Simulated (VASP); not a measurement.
# CaB6 (Pm-3m) in VASP: settings compared

The runs below take CaB6 through single point, relaxation of cell and atoms, with PBEsol, PBE, r2SCAN.

Program: VASP 6.6.1. These are calculated values, not measurements. Logs are shortened: lines on timing, memory, paths and dates and some standing lists are left out, and cuts for length are marked.

**What was measured.**

From “Bulk Band Gaps in Divalent Hexaborides”, 2001, arxiv:cond-mat/0107429, for a bulk crystal of CaB6: band gap 1.15 eV.

The results are compared with them further down.

**1. The cell of the first run**

The structure is cubic, space group Pm-3m (No. 221). The conventional cell has a = 4.127 Å, b = 4.127 Å, c = 4.127 Å, α = 90.00°, β = 90.00°, γ = 90.00°. Within 4.2 Å of Ca (site symmetry m-3m) lie 24 B at 3.03 Å and 6 Ca at 4.13 Å. Within 2.2 Å of B (site symmetry 4mm) lie 5 B at 1.66 to 1.74 Å.

**2. Single point, PBEsol**

File INCAR:

```
SYSTEM = CaB6
ALGO = Normal ; EDIFF = 1E-6
ENCUT = 520 ; GGA = PS
ISIF = 2 ; ISMEAR = -1
LASPH = .True. ; LCHARG = .True.
LELF = .True. ; LREAL = .False.
LVHAR = .True. ; LWAVE = .False.
NBANDS = 23 ; NELM = 100
PREC = Accurate ; SIGMA = 0.02
```

File KPOINTS:

```
k-points
0
Gamma
  6 6 6
  0 0 0
```

File POSCAR:

```
CaB6
1.0
    4.1267855280      0.0000000000      0.0000000000
    0.0000000000      4.1267855280      0.0000000000
    0.0000000000      0.0000000000      4.1267855280
Ca B
1 6
Direct
    0.5000000000      0.5000000000      0.5000000000
    0.0000000000      0.0000000000      0.2984994152
    0.0000000000      0.0000000000      0.7015005848
    0.2984994152      0.0000000000      0.0000000000
    0.7015005848      0.0000000000      0.0000000000
    0.0000000000      0.2984994152      0.0000000000
    0.0000000000      0.7015005848      0.0000000000
```

Potentials or basis: VASP PAW PBE potentials, release 64 (Ca_sv, B).

Run with:

```bash
cat potpaw_PBE.64/Ca_sv/POTCAR potpaw_PBE.64/B/POTCAR > POTCAR
mpirun -np 1 vasp_std > vasp.out
```

OUTCAR:

```text
SYSTEM = CaB6
   EDIFF = 1E-6
   ENCUT = 520
   GGA = PS
   ISIF = 2
   ISMEAR = -1
   LASPH = .True.
   LREAL = .False.
   NELM = 100
   PREC = Accurate

 ion  position               nearest neighbor table
   1  0.500  0.500  0.500-
   2  0.000  0.000  0.298-   3 1.66   4 1.74   5 1.74   6 1.74   7 1.74
   3  0.000  0.000  0.702-   2 1.66   4 1.74   5 1.74   6 1.74   7 1.74
   4  0.298  0.000  0.000-   5 1.66   3 1.74   2 1.74   6 1.74   7 1.74
   5  0.702  0.000  0.000-   4 1.66   3 1.74   2 1.74   6 1.74   7 1.74
   6  0.000  0.298  0.000-   7 1.66   3 1.74   4 1.74   5 1.74   2 1.74
   7  0.000  0.702  0.000-   6 1.66   3 1.74   4 1.74   5 1.74   2 1.74

  LATTYP: Found a simple cubic cell.
 ALAT       =     4.1267855280

  Lattice vectors:

 A1 = (   4.1267855280,   0.0000000000,   0.0000000000)
 A2 = (   0.0000000000,   4.1267855280,   0.0000000000)
 A3 = (   0.0000000000,   0.0000000000,   4.1267855280)

Analysis of symmetry for initial positions (statically):
=====================================================================
 Subroutine PRICEL returns:
 Original cell was already a primitive cell.

 Routine SETGRP: Setting up the symmetry group for a
 simple cubic supercell.

 Subroutine GETGRP returns: Found 48 space group operations
 (whereof 48 operations were pure point group operations)
 out of a pool of 48 trial point group operations.

The static configuration has the point symmetry O_h .

Analysis of symmetry for dynamics (positions and initial velocities):
=====================================================================
 Subroutine PRICEL returns:
 Original cell was already a primitive cell.

 Routine SETGRP: Setting up the symmetry group for a
 simple cubic supercell.

 Subroutine GETGRP returns: Found 48 space group operations
 (whereof 48 operations were pure point group operations)
 out of a pool of 48 trial point group operations.

The dynamic configuration has the point symmetry O_h .

 Subroutine INISYM returns: Found 48 space group operations
 (whereof 48 operations are pure point group operations),
 and found     1 'primitive' translations

----------------------------------------------------------------------------------------

                                     Primitive cell

  volume of cell :      70.2806

  direct lattice vectors                    reciprocal lattice vectors
     4.126785528  0.000000000  0.000000000     0.242319353  0.000000000  0.000000000
     0.000000000  4.126785528  0.000000000     0.000000000  0.242319353  0.000000000
     0.000000000  0.000000000  4.126785528     0.000000000  0.000000000  0.242319353

  length of vectors
     4.126785528  4.126785528  4.126785528     0.242319353  0.242319353  0.242319353

  position of ions in fractional coordinates (direct lattice)
     0.500000000  0.500000000  0.500000000
     0.000000000  0.000000000  0.298499415
     0.000000000  0.000000000  0.701500585
     0.298499415  0.000000000  0.000000000
     0.701500585  0.000000000  0.000000000
     0.000000000  0.298499415  0.000000000
     0.000000000  0.701500585  0.000000000

  ion indices of the primitive-cell ions
   primitive index   ion index
                 1           1
                 2           2
                 3           3
                 4           4
                 5           5
                 6           6
                 7           7

----------------------------------------------------------------------------------------

 KPOINTS: k-points

Automatic generation of k-mesh.
 Grid dimensions read from file:
 generate k-points for:    6    6    6

 Generating k-lattice:

  Cartesian coordinates                     Fractional coordinates (reciprocal lattice)
     0.040386559  0.000000000  0.000000000     0.166666667  0.000000000  0.000000000
     0.000000000  0.040386559  0.000000000     0.000000000  0.166666667  0.000000000
     0.000000000  0.000000000  0.040386559     0.000000000  0.000000000  0.166666667

  Length of vectors
     0.040386559  0.040386559  0.040386559

  Shift w.r.t. Gamma in fractional coordinates (k-lattice)
     0.000000000  0.000000000  0.000000000

 Subroutine IBZKPT returns following result:
 ===========================================

 Found     20 irreducible k-points:

 Following reciprocal coordinates:
            Coordinates               Weight
  0.000000  0.000000  0.000000      1.000000
  0.166667  0.000000  0.000000      6.000000
  0.333333  0.000000  0.000000      6.000000
  0.500000  0.000000  0.000000      3.000000
  0.166667  0.166667  0.000000     12.000000
  0.333333  0.166667  0.000000     24.000000
[... 12 lines left out ...]
  0.500000  0.500000  0.333333      6.000000
  0.500000  0.500000  0.500000      1.000000
   k-points           NKPTS =     20   k-points in BZ     NKDIM =     20   number of bands    NBANDS=     23
   number of dos      NEDOS =    301   number of ions     NIONS =      7
   total plane-waves  NPLWV =  32768
   dimension x,y,z NGX =    32 NGY =   32 NGZ =   32
   dimension x,y,z NGXF=    64 NGYF=   64 NGZF=   64
   ions per type =               1   6
   NGX,Y,Z   is equivalent  to a cutoff of  12.89, 12.89, 12.89 a.u.
   NGXF,Y,Z  is equivalent  to a cutoff of  25.78, 25.78, 25.78 a.u.
 SYSTEM =  CaB6
   PREC   = accura    normal or accurate (medium, high low for compatibility)
   ISTART =      0    job   : 0-new  1-cont  2-samecut
   ICHARG =      2    charge: 1-file 2-atom 10-const
   ISPIN  =      1    spin polarized calculation?
   LNONCOLLINEAR =      F non collinear calculations
   LSORBIT =      F    spin-orbit coupling
   LASPH  =      T    aspherical Exc in radial PAW
   ENCUT  =  520.0 eV  38.22 Ry    6.18 a.u.   7.67  7.67  7.67*2*pi/ulx,y,z
   NELM   =    100;   NELMIN=  2; NELMDL= -5     # of ELM steps
   EDIFF  = 0.1E-05   stopping-criterion for ELM
   LREAL  =      F    real-space projection
   EDIFFG = 0.1E-04   stopping-criterion for IOM
   NSW    =      0    number of steps for IOM
   IBRION =     -1    ionic relax: 0-MD 1-quasi-New 2-CG
   NFREE  =      0    steps in history (QN), initial steepest desc. (CG)
   ISIF   =      2    stress and relaxation
   ISYM   =      2    0-nonsym 1-usesym 2-fastsym
   POTIM  = 0.5000    time-step for ionic-motion
   TEBEG  =    0.0;   TEEND  =   0.0 temperature during run
   PSTRESS=    0.0 pullay stress
   NELECT =      28.0000    total number of electrons
   NUPDOWN=      -1.0000    fix difference up-down
   EMIN   =  10.00;   EMAX   =-10.00  energy-range for DOS
   EFERMI =   0.00;   METHOD = LEGACY
   ISMEAR =    -1;   SIGMA  =   0.02  broadening in eV -4-tet -1-fermi 0-gaus
   EFERMI_NEDOS =   21; number of points for ismear=-14 and -15
   IALGO  =     38    algorithm
   IMIX   =      4    mixing-type and parameters
     AMIX     =   0.40;   BMIX     =  1.00
     AMIX_MAG =   1.60;   BMIX_MAG =  1.00
  volume/ion in A,a.u.               =      10.04        67.75
  Fermi-wavevector in a.u.,A,eV,Ry     =   1.204617  2.276396 19.743439  1.451102
  Thomas-Fermi vector in A             =   2.340337
   LORBIT       =      0    0 simple, 1 ext, 2 COOP (PROOUT), +10 PAW based schemes
   GGA     = PS    functional components
   LHFCALC =     F    Hartree Fock is set to
   AEXX    =    0.0000 exact exchange contribution
   IVDW    =     0    specifies the selected vdW correction
   LEPSILON=     F    determine dielectric tensor
   LRPA    =     F    only Hartree local field effects (RPA)
 non-spin polarized calculation
  energy-cutoff  :      520.00
  volume of cell :       70.28
 maximum number of plane-waves:      1924
 NGX is ok and might be reduce to    32
   NGX = 15   NGY = 15   NGZ = 15

 number of electron      28.0000005 magnetization

 Free energy of the ion-electron system (eV)
  ---------------------------------------------------
  ext. energy  EPLUGINS =         0.00000000
  ---------------------------------------------------
  free energy    TOTEN  =       -47.10648811 eV

  energy without entropy =      -47.10615871  energy(sigma->0) =      -47.10632341

 E-fermi :   4.6941     XC(G=0): -10.7640

 val. band max:        4.6294843090   @ k =   0.3333   0.0000   0.0000
 cond. band min:       4.7440258910   @ k =   0.5000   0.0000   0.0000
 fundamental gap:      0.1145415820
 Fermi energy:         4.6940936527

 k-point     1 :       0.0000    0.0000    0.0000
  band No.  band energies     occupation
      1     -36.1791      2.00000
      2     -17.2498      2.00000
      3     -17.2498      2.00000
      4     -17.2498      2.00000
      5      -9.8524      2.00000
      6      -2.3016      2.00000
[... 15 lines left out ...]
     22       9.4988      0.00000
     23      10.5564      0.00000

 k-point     2 :       0.1667    0.0000    0.0000
  band No.  band energies     occupation
      1     -36.1784      2.00000
      2     -17.2665      2.00000
      3     -17.2479      2.00000
      4     -17.2479      2.00000
      5      -9.7623      2.00000
      6      -3.3627      2.00000
[... 15 lines left out ...]
     22       9.4712      0.00000
     23       9.8225      0.00000

 k-point     3 :       0.3333    0.0000    0.0000
  band No.  band energies     occupation
      1     -36.1771      2.00000
      2     -17.2995      2.00000
      3     -17.2441      2.00000
      4     -17.2441      2.00000
      5      -9.5624      2.00000
      6      -4.4259      2.00000
[... 15 lines left out ...]
     22      10.4924      0.00000
     23      10.7496      0.00000
[... 391 lines left out ...]
 k-point    19 :       0.5000    0.5000    0.3333
  band No.  band energies     occupation
      1     -36.1719      2.00000
      2     -17.2933      2.00000
      3     -17.2933      2.00000
      4     -17.2768      2.00000
      5      -9.0351      2.00000
      6      -3.9125      2.00000
[... 15 lines left out ...]
     22      11.1328      0.00000
     23      11.3106      0.00000

 k-point    20 :       0.5000    0.5000    0.5000
  band No.  band energies     occupation
      1     -36.1713      2.00000
      2     -17.2906      2.00000
      3     -17.2906      2.00000
      4     -17.2906      2.00000
      5      -8.9605      2.00000
      6      -3.8342      2.00000
[... 15 lines left out ...]
     22      12.6679      0.00000
     23      12.6679      0.00000

------------------------ aborting loop because EDIFF is reached ----------------------------------------

  FORCE on cell =-STRESS in cart. coord.  units (eV):
  Direction    XX          YY          ZZ          XY          YZ          ZX
  --------------------------------------------------------------------------------------
  -------------------------------------------------------------------------------------
  Total        0.1260104      0.1260104      0.1260104      0.0000000      0.0000000      0.0000000
  in kB        2.8726400      2.8726400      2.8726400      0.0000000      0.0000000      0.0000000
  external PRESSURE =       2.8726400 kB  Pullay stress =       0.0000000 kB

 VOLUME and BASIS-vectors are now :
 -----------------------------------------------------------------------------
  energy-cutoff  :      520.00
  volume of cell :       70.28
      direct lattice vectors                 reciprocal lattice vectors
     4.126785528  0.000000000  0.000000000     0.242319353  0.000000000  0.000000000
     0.000000000  4.126785528  0.000000000     0.000000000  0.242319353  0.000000000
     0.000000000  0.000000000  4.126785528     0.000000000  0.000000000  0.242319353

 POSITION                                       TOTAL-FORCE (eV/Angst)
 -----------------------------------------------------------------------------------
      2.06339      2.06339      2.06339         0.000000      0.000000     -0.000000
      0.00000      0.00000      1.23184         0.000000      0.000000      0.028859
      0.00000      0.00000      2.89494        -0.000000     -0.000000     -0.028859
      1.23184      0.00000      0.00000         0.028859      0.000000     -0.000000
      2.89494      0.00000      0.00000        -0.028859     -0.000000     -0.000000
      0.00000      1.23184      0.00000         0.000000      0.028859     -0.000000
      0.00000      2.89494      0.00000        -0.000000     -0.028859     -0.000000
 -----------------------------------------------------------------------------------
    total drift:                                0.000000      0.000000     -0.000000

  FREE ENERGIE OF THE ION-ELECTRON SYSTEM (eV)
  ---------------------------------------------------
  free  energy   TOTEN  =       -47.1064881122 eV

  energy  without entropy=      -47.1061587074  energy(sigma->0) =      -47.10632341
```

It took 12 s on 1 thread of Intel Xeon 6975P-C (Granite Rapids), shared host; peak memory 0.18 GiB.

Results:

| Quantity | Value |
| --- | --- |
| Free energy | -47.1065 eV |
| Pressure | 0.3 GPa |
| Largest force | 0.029 eV/Å |
| Band gap on the k mesh | 0.11 eV (least direct gap 0.26 eV) |

Forces on the atoms (eV/Å):
```
Ca   0.000  0.000  0.000
B    0.000  0.000  0.029
B    0.000  0.000 -0.029
B    0.029  0.000  0.000
B   -0.029  0.000  0.000
B    0.000  0.029  0.000
B    0.000 -0.029  0.000
```

Caveat: the PAW data sets were made with another functional, which shifts forces and pressure a little. A k mesh can miss the band edges.

**3. Single point, PBE**

This run uses another cell than the first one, of 10.19 Å³/atom.

File INCAR:

```
  PREC = Accurate
  ENCUT = 520
  EDIFF = 1E-7
  ISMEAR = -1
  SIGMA = 0.02
  LREAL = False
  LASPH = True
  NELM = 80
  ALGO = Normal
  ISIF = 2
  LWAVE = False
  LCHARG = True
  GGA = PE
  LELF = True
  LVHAR = True
  NBANDS = 23
```

File KPOINTS:

```
Automatic mesh
0
Gamma
  6 6 6
```

File POSCAR:

```
CaB6
1.0
    4.1466424172      0.0000000000      0.0000000000
    0.0000000000      4.1466424172      0.0000000000
    0.0000000000      0.0000000000      4.1466424172
Ca B
1 6
Direct
    0.5000000000      0.5000000000      0.5000000000
    0.0000000000      0.0000000000      0.2983668877
    0.0000000000      0.0000000000      0.7016331123
    0.2983668877      0.0000000000      0.0000000000
    0.7016331123      0.0000000000      0.0000000000
    0.0000000000      0.2983668877      0.0000000000
    0.0000000000      0.7016331123      0.0000000000
```

Potentials or basis: VASP PAW PBE potentials, release 64 (Ca_sv, B).

Run with:

```bash
cat potpaw_PBE.64/Ca_sv/POTCAR potpaw_PBE.64/B/POTCAR > POTCAR
mpirun -np 1 vasp_std > vasp.out
```

Run time: 13 s. Hardware: 1 thread of Intel Xeon 6975P-C (Granite Rapids), shared host; peak memory 0.18 GiB.

It converged, with:

```
Free energy            : -45.0152 eV
Pressure               : 0.2 GPa
Largest force          : 0.011 eV/Å
Band gap on the k mesh : 0.11 eV (least direct gap 0.15 eV)
```

Forces in eV/Å, atoms in the order of the input:
```
Ca   0.000  0.000  0.000
B    0.000  0.000  0.011
B    0.000  0.000 -0.011
B    0.011  0.000  0.000
B   -0.011  0.000  0.000
B    0.000  0.011  0.000
B    0.000 -0.011  0.000
```

Levels at points of the mesh, in eV from the valence-band top:
| k point | band 12 | band 13 | band 14 | band 15 | band 16 | band 17 |
| --- | --- | --- | --- | --- | --- | --- |
| (0.00, 0.00, 0.00) | -0.28 | -0.28 | -0.28 | 2.86 | 2.86 | 2.86 |
| (0.50, 0.00, 0.00) | -2.34 | -1.74 | -0.04 | 0.11 | 3.24 | 3.24 |
| (0.50, 0.50, 0.00) | -2.65 | -1.44 | -1.44 | 3.11 | 3.11 | 4.10 |
| (0.50, 0.50, 0.50) | -1.05 | -1.05 | -1.05 | 4.30 | 4.78 | 4.78 |

**4. Single point, r2SCAN**

This run uses another cell than the first one, of 10.11 Å³/atom.

File POSCAR:

```
CaB6
1.0
    4.1360723764      0.0000000000      0.0000000000
    0.0000000000      4.1360723764      0.0000000000
    0.0000000000      0.0000000000      4.1360723764
Ca B
1 6
Direct
    0.5000000000      0.5000000000      0.5000000000
    0.0000000000      0.0000000000      0.2982067326
    0.0000000000      0.0000000000      0.7017932674
    0.2982067326      0.0000000000      0.0000000000
    0.7017932674      0.0000000000      0.0000000000
    0.0000000000      0.2982067326      0.0000000000
    0.0000000000      0.7017932674      0.0000000000
```

File INCAR.step1:

```
PREC     = Accurate       # precision mode
ENCUT    = 520            # plane-wave cutoff, eV
ISMEAR   = -1             # smearing method
SIGMA    = 0.02           # smearing width, eV
LREAL    = False          # projectors in reciprocal space
LASPH    = True           # aspherical terms in the spheres
NELM     = 60             # most SCF steps
NBANDS   = 23             # bands
GGA      = PE             # functional
ALGO     = Normal         # electronic algorithm
EDIFF    = 1E-4           # SCF threshold, eV
LWAVE    = True           # write WAVECAR
LCHARG   = False          # write CHGCAR
```

File INCAR.step2:

```
PREC     = Accurate       # precision mode
ENCUT    = 520            # plane-wave cutoff, eV
EDIFF    = 1E-6           # SCF threshold, eV
ISMEAR   = -1             # smearing method
SIGMA    = 0.02           # smearing width, eV
LREAL    = False          # projectors in reciprocal space
LASPH    = True           # aspherical terms in the spheres
NELM     = 60             # most SCF steps
ALGO     = Normal         # electronic algorithm
ISIF     = 2              # what is computed and relaxed
LWAVE    = False          # write WAVECAR
LCHARG   = False          # write CHGCAR
METAGGA  = R2SCAN         # meta-GGA
LMIXTAU  = True         
NBANDS   = 23             # bands
ISTART   = 1
```

KPOINTS is that of step 3.

Run with:

```bash
cat potpaw_PBE.64/Ca_sv/POTCAR potpaw_PBE.64/B/POTCAR > POTCAR
cp INCAR.step1 INCAR
mpirun -np 1 vasp_std > vasp.out
cp INCAR.step2 INCAR
mpirun -np 1 vasp_std > vasp.out
```

It took 37 s on 1 thread of Intel Xeon 6975P-C (Granite Rapids), shared host; peak memory 0.19 GiB.

It converged, with:

| Property | Result |
| --- | --- |
| Free energy | -54.4265 eV |
| Pressure | 0.3 GPa |
| Largest force | 0.024 eV/Å |
| Band gap on the k mesh | 0.07 eV |

Forces on the atoms (eV/Å):
```
Ca   0.000  0.000  0.000
B    0.000  0.000  0.024
B    0.000  0.000 -0.024
B    0.024  0.000  0.000
B   -0.024  0.000  0.000
B    0.000  0.024  0.000
B    0.000 -0.024  0.000
```

Levels at points of the mesh, in eV from the valence-band top:
```tsv
k point	band 12	band 13	band 14	band 15	band 16	band 17
(0.00, 0.00, 0.00)	-0.33	-0.33	-0.33	2.98	2.98	2.98
(0.50, 0.00, 0.00)	-2.55	-1.90	0.00	0.07	3.48	3.48
(0.50, 0.50, 0.00)	-2.87	-1.57	-1.57	3.29	3.29	4.42
(0.50, 0.50, 0.50)	-1.14	-1.14	-1.14	4.82	5.11	5.11
```

Caveat: the PAW data sets were made with another functional, which shifts forces and pressure a little.

(Continued in part 2 of 2.)
